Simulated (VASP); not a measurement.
WS2, 3 atoms in the cell. The cell holds a slab with vacuum, 3 atoms: a = 3.184 Å, b = 3.184 Å, c = 16.951 Å, α = 90.00°, β = 90.00°, γ = 120.00°. 

* Program: VASP 6.6.1
* Task: single point
* Functional: LDA
* Potentials or basis: VASP PAW LDA potentials, release 64 (W_sv, S)
* Cutoff: 500 eV
* k mesh: 7 × 7 × 1
* Occupations: methfessel-paxton, width 0.02 eV
* Spin: non-collinear spin, zero start, spin-orbit coupling
* Starting moments: [[0.0, 0.0, 0.0], [0.0, 0.0, 0.0], [0.0, 0.0, 0.0]] μB
* Dipole correction: no
* Further INCAR settings: ALGO = Normal; EDIFF = 1e-06; NBANDS = 39

Potentials or basis: VASP PAW LDA potentials, release 64 (W_sv, S).

Command:

```console
$ cat potpaw_LDA.64/W_sv/POTCAR potpaw_LDA.64/S/POTCAR > POTCAR
$ mpirun -np 1 vasp_ncl > vasp.out
```

Hardware: 1 thread of Intel(R) Xeon(R) Platinum 8259CL CPU @ 2.50GHz (Skylake/Cascade Lake) (shared host).

Q: How long does it take, and how much memory?

A: It took 3.9 min on 1 thread of Intel(R) Xeon(R) Platinum 8259CL CPU @ 2.50GHz (Skylake/Cascade Lake), on a shared host, peak memory 0.44 GiB. Counts: scf iterations 23, k points 12.
